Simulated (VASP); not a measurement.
# CoSi2 (R-3m) in VASP: a series of runs, part 2 of 2

VASP 6.6.1.

## (4) Single point, PBE (mode 4 (324.9 1/cm) frozen in, largest displacement +0.150 Å)

File INCAR:

```
PREC     = Accurate       # precision mode
ENCUT    = 520            # plane-wave cutoff, eV
EDIFF    = 1E-6           # SCF threshold, eV
ISMEAR   = 0              # smearing method
SIGMA    = 0.15           # smearing width, eV
LREAL    = F              # projectors in reciprocal space
LASPH    = T              # aspherical terms in the spheres
NELM     = 60             # most SCF steps
ALGO     = Normal         # electronic algorithm
ISIF     = 2              # what is computed and relaxed
LWAVE    = F              # write WAVECAR
LCHARG   = T              # write CHGCAR
GGA      = PE             # functional
LELF     = T              # ELF
LVHAR    = T            
NBANDS   = 16             # bands
```

File KPOINTS:

```
Automatic mesh
0
Gamma
  16 16 16
```

File POSCAR:

```
CoSi2
1.0
    0.0000000000      2.6799390597      2.6799390597
    2.6799390597      0.0000000000      2.6799390597
    2.6799390597      2.6799390597      0.0000000000
Co Si
1 2
Direct
    0.0000000000      0.0000000000      0.0000000000
    0.2338424422      0.2338424422      0.2338424422
    0.7661575578      0.7661575578      0.7661575578
```

Potentials or basis: VASP PAW PBE potentials, release 64 (Co, Si).

Run with:

```bash
$ cat potpaw_PBE.64/Co/POTCAR potpaw_PBE.64/Si/POTCAR > POTCAR
$ mpirun -np 1 vasp_std > vasp.out
```

OUTCAR:

```text
PREC = Accurate
   ENCUT = 520
   EDIFF = 1E-6
   ISMEAR = 0
   LREAL = F
   LASPH = T
   NELM = 60
   ISIF = 2
   GGA = PE

 ion  position               nearest neighbor table
   1  0.000  0.000  0.000-   2 2.17   3 2.17   3 2.38   3 2.38   3 2.38   2 2.38   2 2.38   2 2.38

   2  0.234  0.234  0.234-   1 2.17   1 2.38   1 2.38   1 2.38   3 2.52   3 2.52   3 2.52   3 2.86
                             3 2.86   3 2.86
   3  0.766  0.766  0.766-   1 2.17   1 2.38   1 2.38   1 2.38   2 2.52   2 2.52   2 2.52   2 2.86
                             2 2.86   2 2.86

  LATTYP: Found a face centered cubic cell.
 ALAT       =     5.3598781194

  Lattice vectors:

 A1 = (   0.0000000000,   2.6799390597,   2.6799390597)
 A2 = (   2.6799390597,   0.0000000000,   2.6799390597)
 A3 = (   2.6799390597,   2.6799390597,   0.0000000000)

Analysis of symmetry for initial positions (statically):
=====================================================================
 Subroutine PRICEL returns:
 Original cell was already a primitive cell.

 Routine SETGRP: Setting up the symmetry group for a
 face centered cubic supercell.

 Subroutine GETGRP returns: Found 12 space group operations
 (whereof 12 operations were pure point group operations)
 out of a pool of 48 trial point group operations.

The static configuration has the point symmetry D_3d.

Analysis of symmetry for dynamics (positions and initial velocities):
=====================================================================
 Subroutine PRICEL returns:
 Original cell was already a primitive cell.

 Routine SETGRP: Setting up the symmetry group for a
 face centered cubic supercell.

 Subroutine GETGRP returns: Found 12 space group operations
 (whereof 12 operations were pure point group operations)
 out of a pool of 48 trial point group operations.

The dynamic configuration has the point symmetry D_3d.

 Subroutine INISYM returns: Found 12 space group operations
 (whereof 12 operations are pure point group operations),
 and found     1 'primitive' translations

----------------------------------------------------------------------------------------

                                     Primitive cell

  volume of cell :      38.4950

  direct lattice vectors                    reciprocal lattice vectors
     0.000000000  2.679939060  2.679939060    -0.186571407  0.186571407  0.186571407
     2.679939060  0.000000000  2.679939060     0.186571407 -0.186571407  0.186571407
     2.679939060  2.679939060  0.000000000     0.186571407  0.186571407 -0.186571407

  length of vectors
     3.790006165  3.790006165  3.790006165     0.323151155  0.323151155  0.323151155

  position of ions in fractional coordinates (direct lattice)
     0.000000000  0.000000000  0.000000000
     0.233842442  0.233842442  0.233842442
     0.766157558  0.766157558  0.766157558

  ion indices of the primitive-cell ions
   primitive index   ion index
                 1           1
                 2           2
                 3           3

----------------------------------------------------------------------------------------

 KPOINTS: Automatic mesh

Automatic generation of k-mesh.
 Grid dimensions read from file:
 generate k-points for:   16   16   16

 Generating k-lattice:

  Cartesian coordinates                     Fractional coordinates (reciprocal lattice)
    -0.011660713  0.011660713  0.011660713     0.062500000  0.000000000  0.000000000
     0.011660713 -0.011660713  0.011660713     0.000000000  0.062500000  0.000000000
     0.011660713  0.011660713 -0.011660713     0.000000000  0.000000000  0.062500000

  Length of vectors
     0.020196947  0.020196947  0.020196947

  Shift w.r.t. Gamma in fractional coordinates (k-lattice)
     0.000000000  0.000000000  0.000000000

 Subroutine IBZKPT returns following result:
 ===========================================

 Found    417 irreducible k-points:

 Following reciprocal coordinates:
            Coordinates               Weight
  0.000000  0.000000  0.000000      1.000000
  0.062500  0.000000  0.000000      6.000000
  0.062500  0.062500  0.062500      2.000000
  0.125000  0.000000  0.000000      6.000000
  0.125000  0.125000  0.125000      2.000000
  0.187500  0.000000  0.000000      6.000000
[... 16 lines left out ...]
  0.062500  0.062500 -0.125000      6.000000
  0.187500  0.125000  0.187500      6.000000
 [... further k-points ...]
   k-points           NKPTS =    417   k-points in BZ     NKDIM =    417   number of bands    NBANDS=     16
   number of dos      NEDOS =    301   number of ions     NIONS =      3
   total plane-waves  NPLWV =  21952
   dimension x,y,z NGX =    28 NGY =   28 NGZ =   28
   dimension x,y,z NGXF=    56 NGYF=   56 NGZF=   56
   ions per type =               1   2
   NGX,Y,Z   is equivalent  to a cutoff of  12.28, 12.28, 12.28 a.u.
   NGXF,Y,Z  is equivalent  to a cutoff of  24.56, 24.56, 24.56 a.u.
 SYSTEM =  unknown system
   PREC   = accura    normal or accurate (medium, high low for compatibility)
   ISTART =      0    job   : 0-new  1-cont  2-samecut
   ICHARG =      2    charge: 1-file 2-atom 10-const
   ISPIN  =      1    spin polarized calculation?
   LNONCOLLINEAR =      F non collinear calculations
   LSORBIT =      F    spin-orbit coupling
   LASPH  =      T    aspherical Exc in radial PAW
   ENCUT  =  520.0 eV  38.22 Ry    6.18 a.u.   7.05  7.05  7.05*2*pi/ulx,y,z
   NELM   =     60;   NELMIN=  2; NELMDL= -5     # of ELM steps
   EDIFF  = 0.1E-05   stopping-criterion for ELM
   LREAL  =      F    real-space projection
   EDIFFG = 0.1E-04   stopping-criterion for IOM
   NSW    =      0    number of steps for IOM
   IBRION =     -1    ionic relax: 0-MD 1-quasi-New 2-CG
   NFREE  =      0    steps in history (QN), initial steepest desc. (CG)
   ISIF   =      2    stress and relaxation
   ISYM   =      2    0-nonsym 1-usesym 2-fastsym
   POTIM  = 0.5000    time-step for ionic-motion
   TEBEG  =    0.0;   TEEND  =   0.0 temperature during run
   PSTRESS=    0.0 pullay stress
   NELECT =      17.0000    total number of electrons
   NUPDOWN=      -1.0000    fix difference up-down
   EMIN   =  10.00;   EMAX   =-10.00  energy-range for DOS
   EFERMI =   0.00;   METHOD = LEGACY
   ISMEAR =     0;   SIGMA  =   0.15  broadening in eV -4-tet -1-fermi 0-gaus
   EFERMI_NEDOS =   21; number of points for ismear=-14 and -15
   IALGO  =     38    algorithm
   IMIX   =      4    mixing-type and parameters
     AMIX     =   0.40;   BMIX     =  1.00
     AMIX_MAG =   1.60;   BMIX_MAG =  1.00
  volume/ion in A,a.u.               =      12.83        86.59
  Fermi-wavevector in a.u.,A,eV,Ry     =   1.246684  2.355890 21.146444  1.554220
  Thomas-Fermi vector in A             =   2.380850
   LORBIT       =      0    0 simple, 1 ext, 2 COOP (PROOUT), +10 PAW based schemes
   GGA     = PE    functional components
   LHFCALC =     F    Hartree Fock is set to
   AEXX    =    0.0000 exact exchange contribution
   IVDW    =     0    specifies the selected vdW correction
   LEPSILON=     F    determine dielectric tensor
   LRPA    =     F    only Hartree local field effects (RPA)
 non-spin polarized calculation
 Gauss-broadening in eV      SIGMA  =   0.15
  energy-cutoff  :      520.00
  volume of cell :       38.50
 maximum number of plane-waves:      1056
   NGX = 15   NGY = 15   NGZ = 15

 number of electron      16.9999994 magnetization

 Free energy of the ion-electron system (eV)
  ---------------------------------------------------
  ext. energy  EPLUGINS =         0.00000000
  ---------------------------------------------------
  free energy    TOTEN  =       -19.03063806 eV

  energy without entropy =      -19.01902636  energy(sigma->0) =      -19.02483221

 E-fermi :  10.1131     XC(G=0): -11.7220

 val. band max:       10.1025130319   @ k =   0.3125   0.0625   0.0000
 cond. band min:      10.1146215542   @ k =   0.0625  -0.4375  -0.0625
 fundamental gap:      0.0121085223
 Fermi energy:        10.1130520401

 k-point     1 :       0.0000    0.0000    0.0000
  band No.  band energies     occupation
      1      -3.1164      2.00000
      2       5.8715      2.00000
      3       5.9739      2.00000
      4       5.9739      2.00000
      5       8.1986      2.00000
      6       8.1986      2.00000
[... 8 lines left out ...]
     15      15.5375      0.00000
     16      17.0200      0.00000
[... 419 lines left out ...]
 k-point    24 :       0.1875    0.1250    0.1875
  band No.  band energies     occupation
      1      -2.6412      2.00000
      2       4.9914      2.00000
      3       6.1469      2.00000
      4       6.1888      2.00000
      5       7.8678      2.00000
      6       8.1268      2.00000
[... 8 lines left out ...]
     15      16.4222      0.00000
     16      17.1463      0.00000

 [... further k-points ...]
[... 5 lines left out ...]
  --------------------------------------------------------------------------------------
  -------------------------------------------------------------------------------------
  Total        0.8903787      0.8903787      0.8903787      1.8828356      1.8828356      1.8828356
  in kB       37.0578830     37.0578830     37.0578830     78.3642934     78.3642934     78.3642934
  external PRESSURE =      37.0578830 kB  Pullay stress =       0.0000000 kB

 VOLUME and BASIS-vectors are now :
 -----------------------------------------------------------------------------
  energy-cutoff  :      520.00
  volume of cell :       38.50
      direct lattice vectors                 reciprocal lattice vectors
     0.000000000  2.679939060  2.679939060    -0.186571407  0.186571407  0.186571407
     2.679939060  0.000000000  2.679939060     0.186571407 -0.186571407  0.186571407
     2.679939060  2.679939060  0.000000000     0.186571407  0.186571407 -0.186571407

 POSITION                                       TOTAL-FORCE (eV/Angst)
 -----------------------------------------------------------------------------------
      0.00000      0.00000      0.00000         0.000000      0.000000      0.000000
      1.25337      1.25337      1.25337         1.108322      1.108322      1.108322
      4.10651      4.10651      4.10651        -1.108322     -1.108322     -1.108322
 -----------------------------------------------------------------------------------
    total drift:                                0.000000     -0.000000     -0.000000

  FREE ENERGIE OF THE ION-ELECTRON SYSTEM (eV)
  ---------------------------------------------------
  free  energy   TOTEN  =       -19.0306380622 eV

  energy  without entropy=      -19.0190263602  energy(sigma->0) =      -19.02483221
```

It took 4.7 min on 1 thread of Intel Xeon Platinum 8259CL at 2.50GHz (Skylake/Cascade Lake), shared host; peak memory 0.36 GiB.

What came out:

* Free energy: -19.0306 eV
* Pressure: 3.7 GPa
* Largest force: 1.920 eV/Å

Forces in eV/Å, atoms in the order of the input:
```
Co   0.000  0.000  0.000
Si   1.108  1.108  1.108
Si  -1.108 -1.108 -1.108
```

Caveat: the cell differs from its parent crystal (mode 4 (324.9 1/cm) frozen in, largest displacement +0.150 Å); forces of over 1 eV/Å act on the atoms, so gaps and moduli don't describe the material at rest. Spin polarisation is off, so any magnetic state and its effect on volume and gap are missing.
